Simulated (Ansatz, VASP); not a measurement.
# Two plane-wave programs on PC4

```
P C
1.0
    -2.57455    2.57455    2.57455
     2.57455   -2.57455    2.57455
     2.57455    2.57455   -2.57455
P C
1 4
Direct
  0.00000 0.00000 0.00000
  0.00000 0.00000 0.50000
  0.50000 0.00000 0.00000
  0.50000 0.50000 0.50000
  0.00000 0.50000 0.00000
```

Change from the starting cell: species swapped into the NiHg4 type (Im-3m, No. 229).

Alike in both runs: task relaxation of cell and atoms; functional PBE; k mesh 6 × 6 × 6; occupations gaussian, width 0.1 eV; no spin polarisation.

```csv
,VASP,Ansatz
version,VASP 6.6.1,Ansatz 0.2.0
potentials or method,"VASP PAW PBE potentials, release 64 (P, C), cutoff 600 eV","scalar-relativistic, plane waves, PAW"
valence electrons in the cell,21,21
```

VASP gave:

| Quantity | Value |
| --- | --- |
| gap on the k mesh at the Fermi level, each at its own relaxed structure (eV) | none |
| relaxed volume (Å³/atom) | 8.19 |
| relaxed cell length with the largest relative difference (Å) | 3.761 |

**Question.** Estimate Ansatz's values.

**Answer.** gap on the k mesh at the Fermi level, each at its own relaxed structure (eV): none; relaxed volume (Å³/atom): 8.26; relaxed cell length with the largest relative difference (Å): 3.772.

A gap of «none» marks a metal or a gap that the smearing closes.

Noted on VASP's run: the volume moved by over 15 % at a fixed basis, so the end points are rough.
